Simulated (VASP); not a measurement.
Set up this calculation in VASP 6.6.1, as the native input.

```
Task                   : relaxation of cell and atoms
Functional             : PBEsol
Potentials or basis    : VASP PAW PBE potentials, release 64 (Al, Cu)
Cutoff                 : 600 eV
k mesh                 : 16 × 16 × 6
Occupations            : gaussian, width 0.1 eV
Spin                   : no spin polarisation
Dipole correction      : no
Further INCAR settings : ALGO = Fast; EDIFF = 1e-06; IBRION = 2; EDIFFG = -0.005; NSW = 100; ISIF = 3
```

The structure of Al3Cu lies in POSCAR:

```
Al3Cu
1.0
    2.7784054294      0.0000000000      0.0000000000
    0.0000000000      2.7784054294      0.0000000000
    0.0000000000      0.0000000000      7.5134034100
Al Cu
3 1
Direct
    0.0000000000      0.0000000000      0.5000000000
    0.5000000000      0.5000000000      0.2261155100
    0.5000000000      0.5000000000      0.7738844900
    0.0000000000      0.0000000000      0.0000000000
```

One way to write it, as run:

INCAR

```
SYSTEM = Al3Cu
  PREC = Accurate
  ENCUT = 600
  EDIFF = 1E-6
  ISMEAR = 0
  SIGMA = 0.1
  LREAL = .False.
  LASPH = .True.
  NELM = 60
  ALGO = Fast
  ISIF = 3
  LWAVE = .False.
  LCHARG = .False.
  GGA = PS
  IBRION = 2
  NSW = 100
  EDIFFG = -0.005
```

KPOINTS

```
Automatic mesh
0
Gamma
  16 16 6
  0 0 0
```

Potentials or basis: VASP PAW PBE potentials, release 64 (Al, Cu).

Launch:

```bash
$ cat potpaw_PBE.64/Al/POTCAR potpaw_PBE.64/Cu/POTCAR > POTCAR
$ mpirun -np 1 vasp_std > vasp.out
```

It gave:

```json
{
  "Relaxed volume": "14.71 Å³/atom",
  "Relaxed cell": "a = 2.781 Å, b = 2.781 Å, c = 7.608 Å, α = 90.00°, β = 90.00°, γ = 90.00°",
  "Space group after relaxing (to 0.1 Å)": "P4/mmm (No. 123)",
  "Energy gained by relaxing": "3.0 meV/atom",
  "Ionic steps": "16",
  "Pressure after relaxing": "0.0 GPa",
  "Largest force after relaxing": "0.004 eV/Å",
  "Band gap on the k mesh": "zero (bands 10 and 11 overlap by 6.08 eV)"
}
```

Caveat: the PAW data sets were made with another functional, which shifts forces and pressure a little.

Run time: 18 min on 1 thread of Intel Xeon 8259CL, with other jobs on the host, peak memory 0.34 GiB.
